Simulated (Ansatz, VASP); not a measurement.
## Cs in VASP and in Ansatz

```
CELL_PARAMETERS angstrom
5.33292 0.00000 0.00000
-1.77764 5.02792 0.00000
0.00000 0.00000 23.70862
ATOMIC_POSITIONS crystal
Cs 0.50000 0.50000 0.31634
Cs 0.00000 0.00000 0.50000
Cs 0.50000 0.50000 0.68366
```

Alike in both runs: functional PBE; k mesh 7 × 7 × 1; occupations gaussian, width 0.1 eV; no spin polarisation.

Ansatz relaxed the structure, and its values are those at the end. VASP's run is a single point on that final structure, the one shown.

|  | VASP | Ansatz |
| --- | --- | --- |
| version | VASP 6.6.1 | Ansatz 0.2.0 |
| potentials or method | VASP PAW PBE potentials, release 64 (Cs_sv), cutoff 520 eV | scalar-relativistic, plane waves, PAW |
| valence electrons in the cell | 27 | 27 |

```csv
,VASP,Ansatz,Ansatz less VASP
gap on the k mesh at the Fermi level (eV),none,none,-
rms of the force components (eV/Å),0.000,0.003,+0.0032
```

A gap of «none» marks a metal or a gap that the smearing closes. Ansatz's warnings: vacuum density over bound, xc potential rough in thin density.

Neither program's run includes spin-orbit coupling.
